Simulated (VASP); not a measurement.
# Be (I4_1/amd) in VASP: relaxation of cell and atoms with PBE

Aim: the relaxation of cell and atoms of Be with PBE.

Program: VASP 6.6.1. These are calculated values, not measurements. Logs are shortened: lines on timing, memory, paths and dates and some standing lists are left out, and cuts for length are marked.

### Step 1. The cell of the first run

Symmetry: I4_1/amd, No. 141, tetragonal system. The conventional cell has a = 4.044 Å, b = 4.044 Å, c = 2.058 Å, α = 90.00°, β = 90.00°, γ = 90.00°. Be (site symmetry -4m2) has 10 Be at 2.06 to 2.54 Å within 2.7 Å.

### Step 2. Relaxation of cell and atoms, PBE, target pressure 11 GPa, at which the enthalpy is minimised

INCAR

```
SYSTEM = Be
PREC = Accurate
ENCUT = 600
EDIFF = 1E-6
ISMEAR = -1
SIGMA = 0.08
LREAL = .False.
LASPH = .True.
NELM = 100
ALGO = Normal
ISIF = 3
LWAVE = .False.
LCHARG = .False.
GGA = PE
IBRION = 2
NSW = 32
EDIFFG = -0.005
PSTRESS = 110.0
```

KPOINTS

```
regular mesh
0
Gamma
  21 21 21
  0 0 0
```

POSCAR

```
Be
1.0
   -2.0219059354      2.0219059354      1.0290473541
    2.0219059354     -2.0219059354      1.0290473541
    2.0219059354      2.0219059354     -1.0290473541
Be
2
Direct
   -0.3750000000     -0.1250000000     -0.2500000000
    0.3750000000      0.1250000000      0.2500000000
```

Potentials or basis: VASP PAW PBE potentials, release 64 (Be).

Command:

```sh
> cat potpaw_PBE.64/Be/POTCAR > POTCAR
> mpirun -np 1 vasp_std > vasp.out
```

OUTCAR:

```text
SYSTEM = Be
   PREC = Accurate
   ENCUT = 600
   EDIFF = 1E-6
   ISMEAR = -1
   LREAL = .False.
   LASPH = .True.
   NELM = 100
   ISIF = 3
   GGA = PE
   IBRION = 2
   NSW = 32
   EDIFFG = -0.005
   PSTRESS = 110.0

 ion  position               nearest neighbor table
   1  0.625  0.875  0.750-   2 2.09   2 2.09   2 2.09   2 2.09
   2  0.375  0.125  0.250-   1 2.09   1 2.09   1 2.09   1 2.09

  LATTYP: Found a body centered tetragonal cell.
 ALAT       =     4.0438118708
 C/A-ratio  =     0.5089491732

  Lattice vectors:

 A1 = (  -2.0219059354,   2.0219059354,   1.0290473541)
 A2 = (   2.0219059354,  -2.0219059354,   1.0290473541)
 A3 = (   2.0219059354,   2.0219059354,  -1.0290473541)

Analysis of symmetry for initial positions (statically):
=====================================================================
 Subroutine PRICEL returns:
 Original cell was already a primitive cell.

 Routine SETGRP: Setting up the symmetry group for a
 body centered tetragonal supercell.

 Subroutine GETGRP returns: Found 16 space group operations
 (whereof  4 operations were pure point group operations)
 out of a pool of 16 trial point group operations.

The static configuration has the point symmetry C_2h.
 The point group associated with its full space group is D_4h.

Analysis of symmetry for dynamics (positions and initial velocities):
=====================================================================
 Subroutine PRICEL returns:
 Original cell was already a primitive cell.

 Routine SETGRP: Setting up the symmetry group for a
 body centered tetragonal supercell.

 Subroutine GETGRP returns: Found 16 space group operations
 (whereof  4 operations were pure point group operations)
 out of a pool of 16 trial point group operations.

The dynamic configuration has the point symmetry C_2h.
 The point group associated with its full space group is D_4h.

 Subroutine INISYM returns: Found 16 space group operations
 (whereof  4 operations are pure point group operations),
 and found     1 'primitive' translations

----------------------------------------------------------------------------------------

                                     Primitive cell

  volume of cell :      16.8274

  direct lattice vectors                    reciprocal lattice vectors
    -2.021905935  2.021905935  1.029047354     0.000000000  0.247291425  0.485886289
     2.021905935 -2.021905935  1.029047354     0.247291425  0.000000000  0.485886289
     2.021905935  2.021905935 -1.029047354     0.247291425  0.247291425  0.000000000

  length of vectors
     3.038938249  3.038938249  3.038938249     0.545195868  0.545195868  0.349722887

  position of ions in fractional coordinates (direct lattice)
     0.625000000  0.875000000  0.750000000
     0.375000000  0.125000000  0.250000000

  ion indices of the primitive-cell ions
   primitive index   ion index
                 1           1
                 2           2

----------------------------------------------------------------------------------------

 KPOINTS: regular mesh

Automatic generation of k-mesh.
 Grid dimensions read from file:
 generate k-points for:   21   21   21

 Generating k-lattice:

  Cartesian coordinates                     Fractional coordinates (reciprocal lattice)
     0.000000000  0.011775782  0.023137442     0.047619048 -0.000000000  0.000000000
     0.011775782  0.000000000  0.023137442    -0.000000000  0.047619048  0.000000000
     0.011775782  0.011775782  0.000000000     0.000000000  0.000000000  0.047619048

  Length of vectors
     0.025961708  0.025961708  0.016653471

  Shift w.r.t. Gamma in fractional coordinates (k-lattice)
     0.000000000  0.000000000  0.000000000

 Subroutine IBZKPT returns following result:
 ===========================================

 Found    726 irreducible k-points:

 Following reciprocal coordinates:
            Coordinates               Weight
  0.000000  0.000000  0.000000      1.000000
  0.047619 -0.000000  0.000000      8.000000
  0.095238 -0.000000  0.000000      8.000000
  0.142857 -0.000000  0.000000      8.000000
  0.190476 -0.000000  0.000000      8.000000
  0.238095 -0.000000  0.000000      8.000000
[... 16 lines left out ...]
 -0.428571  0.047619  0.000000     16.000000
 -0.380952  0.047619 -0.000000     16.000000
 [... further k-points ...]
   k-points           NKPTS =    726   k-points in BZ     NKDIM =    726   number of bands    NBANDS=      6
   number of dos      NEDOS =    301   number of ions     NIONS =      2
   total plane-waves  NPLWV =  13824
   dimension x,y,z NGX =    24 NGY =   24 NGZ =   24
   dimension x,y,z NGXF=    48 NGYF=   48 NGZF=   48
   ions per type =               2
   NGX,Y,Z   is equivalent  to a cutoff of  13.13, 13.13, 13.13 a.u.
   NGXF,Y,Z  is equivalent  to a cutoff of  26.26, 26.26, 26.26 a.u.
 SYSTEM =  Be
   PREC   = accura    normal or accurate (medium, high low for compatibility)
   ISTART =      0    job   : 0-new  1-cont  2-samecut
   ICHARG =      2    charge: 1-file 2-atom 10-const
   ISPIN  =      1    spin polarized calculation?
   LNONCOLLINEAR =      F non collinear calculations
   LSORBIT =      F    spin-orbit coupling
   LASPH  =      T    aspherical Exc in radial PAW
   ENCUT  =  600.0 eV  44.10 Ry    6.64 a.u.   6.07  6.07  6.07*2*pi/ulx,y,z
   NELM   =    100;   NELMIN=  2; NELMDL= -5     # of ELM steps
   EDIFF  = 0.1E-05   stopping-criterion for ELM
   LREAL  =      F    real-space projection
   EDIFFG = -.5E-02   stopping-criterion for IOM
   NSW    =     32    number of steps for IOM
   IBRION =      2    ionic relax: 0-MD 1-quasi-New 2-CG
   NFREE  =      1    steps in history (QN), initial steepest desc. (CG)
   ISIF   =      3    stress and relaxation
   ISYM   =      2    0-nonsym 1-usesym 2-fastsym
   POTIM  = 0.5000    time-step for ionic-motion
   TEBEG  =    0.0;   TEEND  =   0.0 temperature during run
   PSTRESS=  110.0 pullay stress
   NELECT =       4.0000    total number of electrons
   NUPDOWN=      -1.0000    fix difference up-down
   EMIN   =  10.00;   EMAX   =-10.00  energy-range for DOS
   EFERMI =   0.00;   METHOD = LEGACY
   ISMEAR =    -1;   SIGMA  =   0.08  broadening in eV -4-tet -1-fermi 0-gaus
   EFERMI_NEDOS =   21; number of points for ismear=-14 and -15
   IALGO  =     38    algorithm
   IMIX   =      4    mixing-type and parameters
     AMIX     =   0.40;   BMIX     =  1.00
     AMIX_MAG =   1.60;   BMIX_MAG =  1.00
  volume/ion in A,a.u.               =       8.41        56.78
  Fermi-wavevector in a.u.,A,eV,Ry     =   1.014119  1.916408 13.992750  1.028438
  Thomas-Fermi vector in A             =   2.147328
   LORBIT       =      0    0 simple, 1 ext, 2 COOP (PROOUT), +10 PAW based schemes
   GGA     = PE    functional components
   LHFCALC =     F    Hartree Fock is set to
   AEXX    =    0.0000 exact exchange contribution
   IVDW    =     0    specifies the selected vdW correction
   LEPSILON=     F    determine dielectric tensor
   LRPA    =     F    only Hartree local field effects (RPA)
 conjugate gradient relaxation of ions
 non-spin polarized calculation
  energy-cutoff  :      600.00
  volume of cell :       16.83
 maximum number of plane-waves:       580
   NGX = 13   NGY = 13   NGZ = 13

--------------------------------------- Ionic step        1  -------------------------------------------

 number of electron       4.0000000 magnetization

 Free energy of the ion-electron system (eV)
  ---------------------------------------------------
  ext. energy  EPLUGINS =         0.00000000
  ---------------------------------------------------
  free energy    TOTEN  =        -6.02829125 eV

  energy without entropy =       -6.01722319  energy(sigma->0) =       -6.02275722

------------------------ aborting loop because EDIFF is reached ----------------------------------------

  FORCE on cell =-STRESS in cart. coord.  units (eV):
  Direction    XX          YY          ZZ          XY          YZ          ZX
  --------------------------------------------------------------------------------------
  -------------------------------------------------------------------------------------
  Total        1.1658066      1.1658066      1.1774289     -0.0000000      0.0000000     -0.0000000
  in kB      110.9992022    110.9992022    112.1057815     -0.0000000      0.0000000     -0.0000000
  external PRESSURE =       1.3680620 kB  Pullay stress =     110.0000000 kB

 VOLUME and BASIS-vectors are now :
 -----------------------------------------------------------------------------
  energy-cutoff  :      600.00
  volume of cell :       16.83
      direct lattice vectors                 reciprocal lattice vectors
    -2.021905935  2.021905935  1.029047354     0.000000000  0.247291425  0.485886289
     2.021905935 -2.021905935  1.029047354     0.247291425  0.000000000  0.485886289
     2.021905935  2.021905935 -1.029047354     0.247291425  0.247291425  0.000000000

 POSITION                                       TOTAL-FORCE (eV/Angst)
 -----------------------------------------------------------------------------------
      2.02191      1.01095      0.77179        -0.000000      0.000000     -0.000000
     -0.00000      1.01095      0.25726         0.000000     -0.000000      0.000000
 -----------------------------------------------------------------------------------
    total drift:                                0.000000      0.000000     -0.000000

  FREE ENERGIE OF THE ION-ELECTRON SYSTEM (eV)
  ---------------------------------------------------
  free  energy   TOTEN  =        -6.0282912487 eV

  energy  without entropy=       -6.0172231870  energy(sigma->0) =       -6.02275722

  enthalpy is  TOTEN    =        -4.8729790772 eV   P V=        1.1553121714

--------------------------------------- Ionic step        2  -------------------------------------------

 number of electron       4.0000000 magnetization

 Free energy of the ion-electron system (eV)
  ---------------------------------------------------
  ext. energy  EPLUGINS =         0.00000000
  ---------------------------------------------------
  free energy    TOTEN  =        -6.02950108 eV

  energy without entropy =       -6.01843470  energy(sigma->0) =       -6.02396789

 E-fermi :   6.5122     XC(G=0): -10.3906

 val. band max:        6.5103671760   @ k =  -0.1905   0.2857   0.1429
 cond. band min:       6.5147613232   @ k =  -0.1905   0.0476  -0.0000
 fundamental gap:      0.0043941472
 Fermi energy:         6.5121890353

 k-point     1 :       0.0000    0.0000    0.0000
  band No.  band energies     occupation
      1      -4.4697      2.00000
      2       7.3004      0.00011
      3       7.3004      0.00011
      4      13.5318      0.00000
      5      15.6407      0.00000
      6      22.0480      0.00000

 k-point     2 :       0.0476   -0.0000    0.0000
  band No.  band energies     occupation
      1      -4.3947      2.00000
      2       7.2750      0.00014
      3       7.3514      0.00006
      4      13.7507      0.00000
      5      15.5551      0.00000
      6      21.8161      0.00000
[... 181 lines left out ...]
 k-point    23 :      -0.4286    0.0476    0.0000
  band No.  band energies     occupation
      1       0.5100      2.00000
      2       7.3049      0.00010
      3       8.4933      0.00000
      4      10.1510      0.00000
      5      14.3835      0.00000
      6      16.3449      0.00000

 k-point    24 :      -0.3810    0.0476   -0.0000
  band No.  band energies     occupation
      1      -0.5801      2.00000
      2       7.2822      0.00013
      3       8.4882      0.00000
      4      11.1678      0.00000
      5      14.9405      0.00000
      6      17.7476      0.00000

 [... further k-points ...]

------------------------ aborting loop because EDIFF is reached ----------------------------------------

  FORCE on cell =-STRESS in cart. coord.  units (eV):
  Direction    XX          YY          ZZ          XY          YZ          ZX
  --------------------------------------------------------------------------------------
  -------------------------------------------------------------------------------------
  Total        1.1580441      1.1580441      1.1535231      0.0000000      0.0000000      0.0000000
  in kB      110.1455477    110.1455477    109.7155428      0.0000000      0.0000000      0.0000000
  external PRESSURE =       0.0022128 kB  Pullay stress =     110.0000000 kB

 VOLUME and BASIS-vectors are now :
 -----------------------------------------------------------------------------
  energy-cutoff  :      600.00
  volume of cell :       16.84
      direct lattice vectors                 reciprocal lattice vectors
    -2.022417761  2.022417761  1.029596334     0.000000000  0.247228841  0.485627215
     2.022417761 -2.022417761  1.029596334     0.247228841  0.000000000  0.485627215
     2.022417761  2.022417761 -1.029596334     0.247228841  0.247228841  0.000000000

 POSITION                                       TOTAL-FORCE (eV/Angst)
 -----------------------------------------------------------------------------------
      2.02242      1.01121      0.77220         0.000000     -0.000000      0.000000
      0.00000      1.01121      0.25740        -0.000000      0.000000     -0.000000
 -----------------------------------------------------------------------------------
    total drift:                                0.000000      0.000000      0.000000

  FREE ENERGIE OF THE ION-ELECTRON SYSTEM (eV)
  ---------------------------------------------------
  free  energy   TOTEN  =        -6.0295010763 eV

  energy  without entropy=       -6.0184347019  energy(sigma->0) =       -6.02396789

  enthalpy is  TOTEN    =        -4.8729872665 eV   P V=        1.1565138098

 reached required accuracy - stopping structural energy minimisation
```

It took 32 s on 1 thread of Intel Xeon Platinum 8488C (Sapphire Rapids), shared host; peak memory 0.2 GiB.

Results:

| Quantity | Value |
| --- | --- |
| Free energy | -6.0295 eV |
| Relaxed volume | 8.42 Å³/atom |
| Relaxed cell | a = 3.040 Å, b = 3.040 Å, c = 3.040 Å, α = 96.59°, β = 96.59°, γ = 140.40° |
| Space group after relaxing (to 0.1 Å) | I4_1/amd (No. 141) |
| Energy change on relaxing (the run minimises the enthalpy) | -0.6 meV/atom |
| Ionic steps | 2 |
| Pressure after relaxing | 11.0 GPa |
| Band gap on the k mesh | zero (bands 2 and 3 overlap by 5.44 eV) |

Step by step:
```
step  energy change (eV)  largest force (eV/Å)  pressure (GPa)  volume (Å³)
   1              0.0000                0.0000           11.14        16.83
   2             -0.0012                0.0000           11.00        16.84
```

Final structure:
```
CELL_PARAMETERS angstrom
-2.02242 2.02242 1.02960
2.02242 -2.02242 1.02960
2.02242 2.02242 -1.02960
ATOMIC_POSITIONS crystal
Be 0.62500 0.87500 0.75000
Be 0.37500 0.12500 0.25000
```

Caveat: the cell is relaxed towards a set pressure, so the run minimises the enthalpy, not the energy.
